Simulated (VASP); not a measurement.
Set up this calculation in VASP 6.6.1, as the native input.

* Task: single point
* Functional: BLYP
* Potentials or basis: VASP PAW PBE potentials, release 64 (Ta_pv, N)
* Cutoff: 520 eV
* k mesh: 10 × 10 × 10
* Occupations: fermi-dirac, width 0.05 eV
* Spin: no spin polarisation
* Dipole correction: no
* Further INCAR settings: ALGO = Normal; EDIFF = 1e-06; NBANDS = 15

The structure of TaN lies in POSCAR:

```
TaN
1.0
    0.0000000000      2.2353852274      2.2353852274
    2.2353852274      0.0000000000      2.2353852274
    2.2353852274      2.2353852274      0.0000000000
Ta N
1 1
Direct
    0.5000000000      0.5000000000      0.5000000000
    0.0000000000      0.0000000000      0.0000000000
```

One way to write it, as run:

INCAR

```
SYSTEM = TaN
PREC = Accurate ; ENCUT = 520
EDIFF = 1E-6 ; ISMEAR = -1
SIGMA = 0.05 ; LREAL = .FALSE.
LASPH = .TRUE. ; NELM = 100
ALGO = Normal ; ISIF = 2
LWAVE = .FALSE. ; LCHARG = .TRUE.
GGA = B5 ; ALDAX = 1.0
AGGAX = 1.0 ; AGGAC = 1.0
ALDAC = 0.0 ; LELF = .TRUE.
LVHAR = .TRUE. ; NBANDS = 15
```

KPOINTS

```
regular mesh
0
G
  10 10 10
  0 0 0
```

Potentials or basis: VASP PAW PBE potentials, release 64 (Ta_pv, N).

The run is started by

```console
$ cat potpaw_PBE.64/Ta_pv/POTCAR potpaw_PBE.64/N/POTCAR > POTCAR
$ mpirun -np 1 vasp_std > vasp.out
```

It gave:

| Quantity | Value |
| --- | --- |
| Pressure | 1.6 GPa |
| Band gap on the k mesh | zero (bands 8 and 9 overlap by 3.63 eV) |

Caveat: the PAW data sets were made with another functional, which shifts forces and pressure a little; spin-orbit coupling is left out, which moves the levels of the heavy elements.

Run time: 28 s on 1 thread of Intel Xeon 8259CL (shared host), peak memory 0.15 GiB.
